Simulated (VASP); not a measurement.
K: single point with PBEsol

The system is K.

```
CELL_PARAMETERS angstrom
4.14417 0.00000 0.00000
-2.07208 3.58895 0.00000
0.00000 0.00000 6.71355
ATOMIC_POSITIONS crystal
K 0.33333 0.66667 0.25000
K 0.66667 0.33333 0.75000
```

This isn't the form of K at room conditions, which is bcc.

- Program: VASP 6.6.1
- Task: single point
- Functional: PBEsol
- Potentials or basis: VASP PAW PBE potentials, release 64 (K_sv)
- Cutoff: 520 eV
- k mesh: 10 × 10 × 5
- Occupations: fermi-dirac, width 0.05 eV
- Spin: no spin polarisation
- Dipole correction: no
- Further INCAR settings: ALGO = Normal; EDIFF = 1e-06; NBANDS = 16

The pressure is 2.5 GPa and the band gap on the k mesh is zero (bands 9 and 10 overlap by 2.17 eV).

Stress tensor (GPa, compression positive):
```
2.50 0.00 0.00
0.00 2.50 0.00
0.00 0.00 2.58
```

Levels at points of the mesh, in eV from the Fermi level:
| k point | band 5 | band 6 | band 7 | band 8 | band 9 | band 10 | band 11 | band 12 | band 13 | band 14 |
| --- | --- | --- | --- | --- | --- | --- | --- | --- | --- | --- |
| (0.00, 0.00, 0.00) | -15.34 | -15.30 | -15.30 | -15.30 | -2.76 | 0.27 | 0.84 | 4.34 | 4.34 | 4.48 |
| (0.50, 0.00, 0.00) | -15.44 | -15.39 | -15.36 | -15.33 | 0.12 | 0.32 | 1.46 | 1.85 | 2.74 | 3.38 |

Wall time 46 s on 1 thread of Intel(R) Xeon(R) Platinum 8488C (Sapphire Rapids), with other jobs on the host, peak memory 0.24 GiB.

Caveat: the PAW data sets were made with another functional, which shifts forces and pressure a little.
